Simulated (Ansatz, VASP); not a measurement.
## KSrBr3 in VASP and in Ansatz

```
K Sr Br
1.0
     5.93805    0.00000    0.00000
     0.00000    5.93805    0.00000
     0.00000    0.00000    5.78960
K Sr Br
1 1 3
Direct
  0.00000 0.00000 0.00000
  0.50000 0.50000 0.50000
  0.50000 0.50000 0.00000
  0.50000 0.00000 0.50000
  0.00000 0.50000 0.50000
```

Change from the starting cell: uniaxial_z strain -2.5%.

Alike in both runs: task single point; functional r2SCAN; k mesh 4 × 4 × 4; no spin polarisation.

```csv
,VASP,Ansatz
version,VASP 6.6.1,Ansatz 0.2.0
potentials or method,"VASP PAW PBE potentials, release 64 (K_sv, Sr_sv, Br)","plane waves, PAW"
plane-wave cutoff (eV),520,500
occupations,"gaussian, width 0.01 eV",fixed
valence electrons in the cell,40,40
```

|  | VASP | Ansatz | Ansatz less VASP |
| --- | --- | --- | --- |
| gap on the k mesh at the Fermi level (eV) | 4.46 | 4.46 | -0.001 |
| pressure (GPa) | 0.6 | 0.5 | -0.04 |
| traceless stress, the component that is largest in VASP (GPa) | 0.82 | 0.81 | -0.011 |

VASP's potentials were made for PBE, not for r2SCAN.
